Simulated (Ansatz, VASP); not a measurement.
Two plane-wave programs on Ga

The input INCAR:

```
  ALGO = Normal
  EDIFF = 1E-6
  ENCUT = 520
  GGA = RE
  ISIF = 2
  ISMEAR = -1
  LASPH = True
  LCHARG = False
  LREAL = False
  LWAVE = False
  NBANDS = 12
  NELM = 60
  PREC = Accurate
  SIGMA = 0.1
```

The input KPOINTS:

```
k-points
0
Gamma
  15 15 15
```

File POSCAR:

```
Ga
1.0
   -1.7454696846      1.7454696846      1.7454696846
    1.7454696846     -1.7454696846      1.7454696846
    1.7454696846      1.7454696846     -1.7454696846
Ga
1
Direct
    0.0000000000      0.0000000000      0.0000000000
```

Input for Ansatz:

```yaml
crystal:
  lattice:
    - [-1.7454696846, 1.7454696846, 1.7454696846]
    - [1.7454696846, -1.7454696846, 1.7454696846]
    - [1.7454696846, 1.7454696846, -1.7454696846]
  atoms:
    - { symbol: Ga, position: [0.0, 0.0, 0.0] }
hamiltonian:
  xc: revpbe
  pseudopotentials:
    kind: paw
    azcp:
      Ga: "pseudopotentials/Ga.paw.azcp"
basis:
  ecutwfc: 420
  fft_grid_basis: typed
kpoints:
  mp_grid: { grid: [15, 15, 15], shift: [0, 0, 0] }
magnetization:
  spin_polarized: false
scf:
  occupations: { method: fermi_dirac, width: 0.1 }
  lower_state_search: "off"
output:
  stress: true
```

Alike in both runs: task single point; functional revPBE; k mesh 15 × 15 × 15; occupations fermi-dirac, width 0.1 eV; no spin polarisation.

```csv
,VASP,Ansatz
version,VASP 6.6.1,Ansatz 0.2.0
potentials or method,"VASP PAW PBE potentials, release 64 (Ga_d), cutoff 520 eV","plane waves (420 eV) with PAW, scalar-relativistic"
valence electrons in the cell,13,13
```

```tsv
	VASP	Ansatz	Ansatz less VASP
pressure (GPa)	-2.7	-2.7	-0.04
```

VASP's potentials were made for PBE, not for revPBE.
